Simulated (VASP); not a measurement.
# Os (Fm-3m) in VASP: single point with LDA

Aim: the single point of Os with LDA.

Program: VASP 6.6.1. These are calculated values, not measurements. Logs are shortened: lines on timing, memory, paths and dates and some standing lists are left out, and cuts for length are marked.

## (1) The cell of the first run

Symmetry: Fm-3m, No. 225, cubic system. The conventional cell has a = 3.890 Å, b = 3.890 Å, c = 3.890 Å, α = 90.00°, β = 90.00°, γ = 90.00°. Os (site symmetry m-3m) has 12 Os at 2.75 Å within 3.6 Å.

## (2) Single point, LDA

Contents of INCAR:

```
ALGO = Normal
EDIFF = 1E-7
ENCUT = 520
GGA = CA
ISIF = 2
ISMEAR = -1
LASPH = T
LCHARG = F
LREAL = F
LWAVE = F
NBANDS = 10
NELM = 60
PREC = Accurate
SIGMA = 0.3
```

Contents of KPOINTS:

```
k-points
0
Gamma
  8 8 8
```

Contents of POSCAR:

```
Os
1.0
    0.0000000000      1.9450000000      1.9450000000
    1.9450000000      0.0000000000      1.9450000000
    1.9450000000      1.9450000000      0.0000000000
Os
1
Direct
    0.0000000000      0.0000000000      0.0000000000
```

Potentials or basis: VASP PAW LDA potentials, release 64 (Os).

Run with:

```sh
$ cat potpaw_LDA.64/Os/POTCAR > POTCAR
$ mpirun -np 1 vasp_std > vasp.out
```

OUTCAR:

```text
EDIFF = 1E-7
   ENCUT = 520
   GGA = CA
   ISIF = 2
   ISMEAR = -1
   LASPH = T
   LREAL = F
   NELM = 60
   PREC = Accurate

 ion  position               nearest neighbor table
   1  0.000  0.000  0.000-

  LATTYP: Found a face centered cubic cell.
 ALAT       =     3.8900000000

  Lattice vectors:

 A1 = (   0.0000000000,   1.9450000000,   1.9450000000)
 A2 = (   1.9450000000,   0.0000000000,   1.9450000000)
 A3 = (   1.9450000000,   1.9450000000,   0.0000000000)

Analysis of symmetry for initial positions (statically):
=====================================================================
 Subroutine PRICEL returns:
 Original cell was already a primitive cell.

 Routine SETGRP: Setting up the symmetry group for a
 face centered cubic supercell.

 Subroutine GETGRP returns: Found 48 space group operations
 (whereof 48 operations were pure point group operations)
 out of a pool of 48 trial point group operations.

The static configuration has the point symmetry O_h .

Analysis of symmetry for dynamics (positions and initial velocities):
=====================================================================
 Subroutine PRICEL returns:
 Original cell was already a primitive cell.

 Routine SETGRP: Setting up the symmetry group for a
 face centered cubic supercell.

 Subroutine GETGRP returns: Found 48 space group operations
 (whereof 48 operations were pure point group operations)
 out of a pool of 48 trial point group operations.

The dynamic configuration has the point symmetry O_h .

 Subroutine INISYM returns: Found 48 space group operations
 (whereof 48 operations are pure point group operations),
 and found     1 'primitive' translations

----------------------------------------------------------------------------------------

                                     Primitive cell

  volume of cell :      14.7160

  direct lattice vectors                    reciprocal lattice vectors
     0.000000000  1.945000000  1.945000000    -0.257069409  0.257069409  0.257069409
     1.945000000  0.000000000  1.945000000     0.257069409 -0.257069409  0.257069409
     1.945000000  1.945000000  0.000000000     0.257069409  0.257069409 -0.257069409

  length of vectors
     2.750645379  2.750645379  2.750645379     0.445257277  0.445257277  0.445257277

  position of ions in fractional coordinates (direct lattice)
     0.000000000  0.000000000  0.000000000

  ion indices of the primitive-cell ions
   primitive index   ion index
                 1           1

----------------------------------------------------------------------------------------

 KPOINTS: k-points

Automatic generation of k-mesh.
 Grid dimensions read from file:
 generate k-points for:    8    8    8

 Generating k-lattice:

  Cartesian coordinates                     Fractional coordinates (reciprocal lattice)
    -0.032133676  0.032133676  0.032133676     0.125000000  0.000000000  0.000000000
     0.032133676 -0.032133676  0.032133676     0.000000000  0.125000000  0.000000000
     0.032133676  0.032133676 -0.032133676     0.000000000  0.000000000  0.125000000

  Length of vectors
     0.055657160  0.055657160  0.055657160

  Shift w.r.t. Gamma in fractional coordinates (k-lattice)
     0.000000000  0.000000000  0.000000000

 Subroutine IBZKPT returns following result:
 ===========================================

 Found     29 irreducible k-points:

 Following reciprocal coordinates:
            Coordinates               Weight
  0.000000  0.000000  0.000000      1.000000
  0.125000  0.000000  0.000000      8.000000
  0.250000  0.000000  0.000000      8.000000
  0.375000  0.000000  0.000000      8.000000
  0.500000  0.000000  0.000000      4.000000
  0.125000  0.125000  0.000000      6.000000
[... 16 lines left out ...]
  0.500000  0.250000  0.125000     48.000000
 -0.375000  0.250000  0.125000     24.000000
 [... further k-points ...]
   k-points           NKPTS =     29   k-points in BZ     NKDIM =     29   number of bands    NBANDS=     10
   number of dos      NEDOS =    301   number of ions     NIONS =      1
   total plane-waves  NPLWV =   8000
   dimension x,y,z NGX =    20 NGY =   20 NGZ =   20
   dimension x,y,z NGXF=    40 NGYF=   40 NGZF=   40
   ions per type =               1
   NGX,Y,Z   is equivalent  to a cutoff of  12.09, 12.09, 12.09 a.u.
   NGXF,Y,Z  is equivalent  to a cutoff of  24.18, 24.18, 24.18 a.u.
 SYSTEM =  unknown system
   PREC   = accura    normal or accurate (medium, high low for compatibility)
   ISTART =      0    job   : 0-new  1-cont  2-samecut
   ICHARG =      2    charge: 1-file 2-atom 10-const
   ISPIN  =      1    spin polarized calculation?
   LNONCOLLINEAR =      F non collinear calculations
   LSORBIT =      F    spin-orbit coupling
   LASPH  =      T    aspherical Exc in radial PAW
   ENCUT  =  520.0 eV  38.22 Ry    6.18 a.u.   5.11  5.11  5.11*2*pi/ulx,y,z
   NELM   =     60;   NELMIN=  2; NELMDL= -5     # of ELM steps
   EDIFF  = 0.1E-06   stopping-criterion for ELM
   LREAL  =      F    real-space projection
   EDIFFG = 0.1E-05   stopping-criterion for IOM
   NSW    =      0    number of steps for IOM
   IBRION =     -1    ionic relax: 0-MD 1-quasi-New 2-CG
   NFREE  =      0    steps in history (QN), initial steepest desc. (CG)
   ISIF   =      2    stress and relaxation
   ISYM   =      2    0-nonsym 1-usesym 2-fastsym
   POTIM  = 0.5000    time-step for ionic-motion
   TEBEG  =    0.0;   TEEND  =   0.0 temperature during run
   PSTRESS=    0.0 pullay stress
   NELECT =       8.0000    total number of electrons
   NUPDOWN=      -1.0000    fix difference up-down
   EMIN   =  10.00;   EMAX   =-10.00  energy-range for DOS
   EFERMI =   0.00;   METHOD = LEGACY
   ISMEAR =    -1;   SIGMA  =   0.30  broadening in eV -4-tet -1-fermi 0-gaus
   EFERMI_NEDOS =   21; number of points for ismear=-14 and -15
   IALGO  =     38    algorithm
   IMIX   =      4    mixing-type and parameters
     AMIX     =   0.40;   BMIX     =  1.00
     AMIX_MAG =   1.60;   BMIX_MAG =  1.00
  volume/ion in A,a.u.               =      14.72        99.31
  Fermi-wavevector in a.u.,A,eV,Ry     =   1.336109  2.524880 24.288947  1.785187
  Thomas-Fermi vector in A             =   2.464761
   LORBIT       =      0    0 simple, 1 ext, 2 COOP (PROOUT), +10 PAW based schemes
   GGA     = CA    functional components
   LHFCALC =     F    Hartree Fock is set to
   AEXX    =    0.0000 exact exchange contribution
   IVDW    =     0    specifies the selected vdW correction
   LEPSILON=     F    determine dielectric tensor
   LRPA    =     F    only Hartree local field effects (RPA)
 non-spin polarized calculation
  energy-cutoff  :      520.00
  volume of cell :       14.72
 maximum number of plane-waves:       415
   NGX = 11   NGY = 11   NGZ = 11

 number of electron       8.0000001 magnetization

 Free energy of the ion-electron system (eV)
  ---------------------------------------------------
  ext. energy  EPLUGINS =         0.00000000
  ---------------------------------------------------
  free energy    TOTEN  =       -12.57816152 eV

  energy without entropy =      -12.32659819  energy(sigma->0) =      -12.45237985

 E-fermi :   8.5196     XC(G=0): -13.8931

 val. band max:        8.4172158049   @ k =   0.5000   0.0000   0.0000
 cond. band min:       8.5436378060   @ k =   0.0000   0.0000   0.0000
 fundamental gap:      0.1264220012
 Fermi energy:         8.5196388964

 k-point     1 :       0.0000    0.0000    0.0000
  band No.  band energies     occupation
      1      -1.7925      2.00000
      2       5.7211      1.99982
      3       5.7211      1.99982
      4       5.7211      1.99982
      5       8.5436      0.96002
      6       8.5436      0.96002
      7      22.8751      0.00000
      8      28.3324      0.00000
      9      28.3324      0.00000
     10      28.3324      0.00000

 k-point     2 :       0.1250    0.0000    0.0000
  band No.  band energies     occupation
      1      -1.1217      2.00000
      2       5.3711      1.99994
      3       5.9940      1.99956
      4       5.9940      1.99956
      5       8.3825      1.22464
      6       8.3825      1.22464
      7      24.0335      0.00000
      8      25.8606      0.00000
      9      29.5065      0.00000
     10      29.5065      0.00000

 k-point     3 :       0.2500    0.0000    0.0000
  band No.  band energies     occupation
      1       0.4196      2.00000
      2       5.1088      1.99998
      3       6.1688      1.99921
      4       6.1688      1.99921
      5       8.7169      0.68255
      6       8.7169      0.68255
      7      22.5443      0.00000
      8      25.7367      0.00000
      9      32.4367      0.00000
     10      32.4371      0.00000

 k-point     4 :       0.3750    0.0000    0.0000
  band No.  band energies     occupation
      1       1.2550      2.00000
      2       5.7907      1.99978
      3       5.7907      1.99978
      4       6.6543      1.99602
      5      10.0153      0.01358
      6      10.0153      0.01358
      7      19.2452      0.00000
      8      23.4671      0.00000
      9      30.1579      0.00000
     10      30.1579      0.00000

 k-point     5 :       0.5000    0.0000    0.0000
  band No.  band energies     occupation
      1       1.2988      2.00000
      2       5.5842      1.99989
      3       5.5842      1.99989
      4       8.4172      1.16907
      5      10.7747      0.00109
      6      10.7747      0.00109
      7      16.8977      0.00000
      8      22.3901      0.00000
      9      28.3900      0.00000
     10      28.3900      0.00000

 k-point     6 :       0.1250    0.1250    0.0000
  band No.  band energies     occupation
      1      -0.8932      2.00000
      2       5.0268      1.99998
      3       6.2576      1.99894
      4       6.2576      1.99894
      5       7.7227      1.86881
      6       8.8251      0.53069
      7      24.5040      0.00000
      8      26.8565      0.00000
      9      28.6591      0.00000
     10      28.6591      0.00000

 k-point     7 :       0.2500    0.1250    0.0000
  band No.  band energies     occupation
      1       0.4318      2.00000
      2       4.4755      2.00000
      3       6.2859      1.99883
      4       6.7033      1.99532
      5       7.8382      1.81300
      6       9.2393      0.16649
      7      24.3616      0.00000
      8      26.4431      0.00000
      9      29.2610      0.00000
     10      30.0343      0.00000

 k-point     8 :       0.3750    0.1250    0.0000
  band No.  band energies     occupation
      1       1.6689      2.00000
      2       4.9737      1.99999
      3       5.5342      1.99990
      4       6.4966      1.99765
      5       9.8022      0.02744
      6      10.3015      0.00525
      7      20.6961      0.00000
      8      24.9725      0.00000
      9      28.5047      0.00000
     10      30.4444      0.00000

 k-point     9 :       0.5000    0.1250    0.0000
  band No.  band energies     occupation
      1       1.8521      2.00000
      2       5.0353      1.99998
      3       6.1384      1.99929
      4       6.8050      1.99343
      5      10.8248      0.00092
      6      12.2168      0.00001
      7      16.9227      0.00000
      8      23.6136      0.00000
      9      27.7232      0.00000
     10      28.0055      0.00000
[... 118 lines left out ...]
 k-point    19 :       0.5000    0.3750    0.0000
  band No.  band energies     occupation
      1       1.8837      2.00000
      2       2.5711      2.00000
      3       8.1039      1.59980
      4       9.7310      0.03466
      5      11.1344      0.00033
      6      13.1804      0.00000
      7      18.6639      0.00000
      8      22.1798      0.00000
      9      22.3511      0.00000
     10      30.7349      0.00000

 k-point    20 :      -0.3750    0.3750    0.0000
  band No.  band energies     occupation
      1       2.4724      2.00000
      2       3.4731      2.00000
      3       6.6428      1.99617
      4       8.8157      0.54301
      5      10.4679      0.00302
      6      15.5090      0.00000
      7      17.2113      0.00000
      8      20.9445      0.00000
      9      24.5078      0.00000
     10      30.1190      0.00000

 k-point    21 :       0.5000    0.5000    0.0000
  band No.  band energies     occupation
      1       1.4554      2.00000
      2       2.1278      2.00000
      3      10.7363      0.00124
      4      10.8657      0.00080
      5      11.4064      0.00013
      6      11.4064      0.00013
      7      19.9975      0.00000
      8      20.5105      0.00000
      9      20.5105      0.00000
     10      30.3090      0.00000

 k-point    22 :       0.3750    0.2500    0.1250
  band No.  band energies     occupation
      1       1.8122      2.00000
      2       3.9782      2.00000
      3       5.5679      1.99989
      4       7.8184      1.82387
      5       7.8284      1.81846
      6      10.5946      0.00198
      7      23.2998      0.00000
      8      26.2507      0.00000
      9      27.3782      0.00000
     10      29.2106      0.00000

 k-point    23 :       0.5000    0.2500    0.1250
  band No.  band energies     occupation
      1       2.7571      2.00000
      2       4.4598      2.00000
      3       4.9121      1.99999
      4       7.3611      1.95880
      5       9.6087      0.05165
      6      12.6143      0.00000
      7      19.4837      0.00000
      8      24.6496      0.00000
      9      25.6553      0.00000
     10      30.3285      0.00000

 k-point    24 :      -0.3750    0.2500    0.1250
  band No.  band energies     occupation
      1       2.8139      2.00000
      2       4.2222      2.00000
      3       5.8884      1.99969
      4       7.0357      1.98588
      5      10.4137      0.00362
      6      14.6750      0.00000
      7      16.1596      0.00000
      8      24.7162      0.00000
      9      25.0434      0.00000
     10      28.4648      0.00000

 [... further k-points ...]
[... 5 lines left out ...]
  --------------------------------------------------------------------------------------
  -------------------------------------------------------------------------------------
  Total       -2.1406475     -2.1406475     -2.1406475     -0.0000000     -0.0000000      0.0000000
  in kB     -233.0595594   -233.0595594   -233.0595594     -0.0000000     -0.0000000      0.0000000
  external PRESSURE =    -233.0595594 kB  Pullay stress =       0.0000000 kB

 VOLUME and BASIS-vectors are now :
 -----------------------------------------------------------------------------
  energy-cutoff  :      520.00
  volume of cell :       14.72
      direct lattice vectors                 reciprocal lattice vectors
     0.000000000  1.945000000  1.945000000    -0.257069409  0.257069409  0.257069409
     1.945000000  0.000000000  1.945000000     0.257069409 -0.257069409  0.257069409
     1.945000000  1.945000000  0.000000000     0.257069409  0.257069409 -0.257069409

 POSITION                                       TOTAL-FORCE (eV/Angst)
 -----------------------------------------------------------------------------------
      0.00000      0.00000      0.00000        -0.000000      0.000000     -0.000000
 -----------------------------------------------------------------------------------
    total drift:                                0.000000      0.000000     -0.000000

  FREE ENERGIE OF THE ION-ELECTRON SYSTEM (eV)
  ---------------------------------------------------
  free  energy   TOTEN  =       -12.5781615184 eV

  energy  without entropy=      -12.3265981854  energy(sigma->0) =      -12.45237985
```

Wall time 11 s (1 thread of Intel Xeon 8259CL, shared host); peak memory 0.12 GiB.

Results:

| Item | Value |
| --- | --- |
| Free energy | -12.5782 eV |
| Pressure | -23.3 GPa |
| Band gap on the k mesh | zero (band 4 reaches 10.87 eV, above the bottom of band 5 at 7.66 eV) |

Caveat: spin-orbit coupling is left out, which moves the levels of the heavy elements.
